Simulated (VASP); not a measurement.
SiC3:

```
CELL_PARAMETERS angstrom
2.67209 0.00000 0.00000
-1.33605 2.31410 0.00000
0.00000 0.00000 8.67445
ATOMIC_POSITIONS crystal
Si 0.33333 0.66667 0.50000
C 0.33333 0.66667 0.00000
C 0.66667 0.33333 0.25000
C 0.66667 0.33333 0.75000
```

- Program: VASP 6.6.1
- Task: relaxation of cell and atoms
- Functional: PBE
- Potentials or basis: VASP PAW PBE potentials, release 64 (Si, C)
- Cutoff: 600 eV
- k mesh: 6 × 6 × 2
- Occupations: gaussian, width 0.1 eV
- Spin: no spin polarisation

At the start: pressure -23.7 GPa; volume 13.41 Å³/atom.

**Question.** How do energy, volume and symmetry change on relaxing?

**Answer.** Over 35 steps the energy falls by 1759.3 meV/atom and the volume is 7.58 Å³/atom (-43.5 %); space group P-6m2 (No. 187, to 0.05 Å).

Step by step:
| step | energy change (eV) | largest force (eV/Å) | pressure (GPa) | volume (Å³) |
| --- | --- | --- | --- | --- |
| 1 | 0.0000 | 0.1464 | -23.71 | 53.64 |
| 2 | -1.9549 | 0.5466 | -12.07 | 39.62 |
| 3 | -2.2214 | 0.6818 | 0.18 | 35.47 |
| 4 | -2.2369 | 0.7016 | 4.63 | 34.39 |
| 5 | -3.0753 | 1.0788 | 3.31 | 32.84 |
| 6 | -6.4827 | 1.8974 | 22.53 | 27.89 |
| 7 | 186.2613 | 321.8680 | 3305.25 | 12.14 |
| 8 | -3.9052 | 5.9656 | 82.54 | 27.72 |
| 9 | 2.6628 | 1.4898 | 247.76 | 20.94 |
| 10 | -3.6151 | 6.7945 | 101.79 | 26.48 |
| 11 | -2.0030 | 5.6418 | 148.67 | 23.86 |
| 12 | -3.4225 | 6.8688 | 113.57 | 25.62 |
| 13 | -3.1967 | 6.8841 | 124.11 | 25.08 |
| 14 | -3.3339 | 6.8751 | 118.55 | 25.35 |
| 15 | -3.3733 | 6.7725 | 118.23 | 25.33 |
| 16 | -3.4387 | 6.4726 | 117.66 | 25.27 |
| 17 | -3.4414 | 6.3237 | 117.63 | 25.23 |
| 18 | -3.5173 | 6.2413 | 115.43 | 25.31 |
| 19 | -3.7381 | 5.9980 | 109.01 | 25.55 |
| 20 | -4.1486 | 5.5301 | 96.82 | 26.03 |
| 21 | -4.8526 | 4.6588 | 74.90 | 27.00 |
| 22 | -5.8718 | 3.4567 | 40.28 | 29.03 |
| 23 | -6.6214 | 1.0619 | -3.93 | 33.37 |
| 24 | -6.6230 | 0.9795 | -5.07 | 33.55 |
| 25 | -6.6230 | 0.8970 | -6.19 | 33.73 |
| 26 | -6.6436 | 0.8901 | -6.15 | 33.63 |
| 27 | -6.6989 | 0.9154 | -6.39 | 33.34 |
| 28 | -6.7983 | 1.0549 | -7.04 | 32.76 |
| 29 | -6.8816 | 1.0992 | -4.68 | 31.57 |
| 30 | -6.9309 | 1.0179 | -3.86 | 31.20 |
| 31 | -7.0249 | 0.3524 | 1.09 | 30.13 |
| 32 | -7.0280 | 0.0721 | 3.18 | 29.81 |
| 33 | -7.0285 | 0.1522 | 2.58 | 29.90 |
| 34 | -7.0350 | 0.0785 | 1.21 | 30.10 |
| 35 | -7.0372 | 0.0009 | -0.22 | 30.31 |

Final structure:
```
Si C
1.0
     2.72914    0.00000    0.00000
    -1.36457    2.36350    0.00000
     0.00000    0.00000    4.69909
Si C
1 3
Direct
  0.33333 0.66667 0.50000
  0.33333 0.66667 0.00000
  0.66667 0.33333 0.22289
  0.66667 0.33333 0.77711
```

Caveat: the k points lie up to 0.67 Å⁻¹ apart in the final cell; the volume moved by over 15 % at a fixed basis, so the end points are rough.
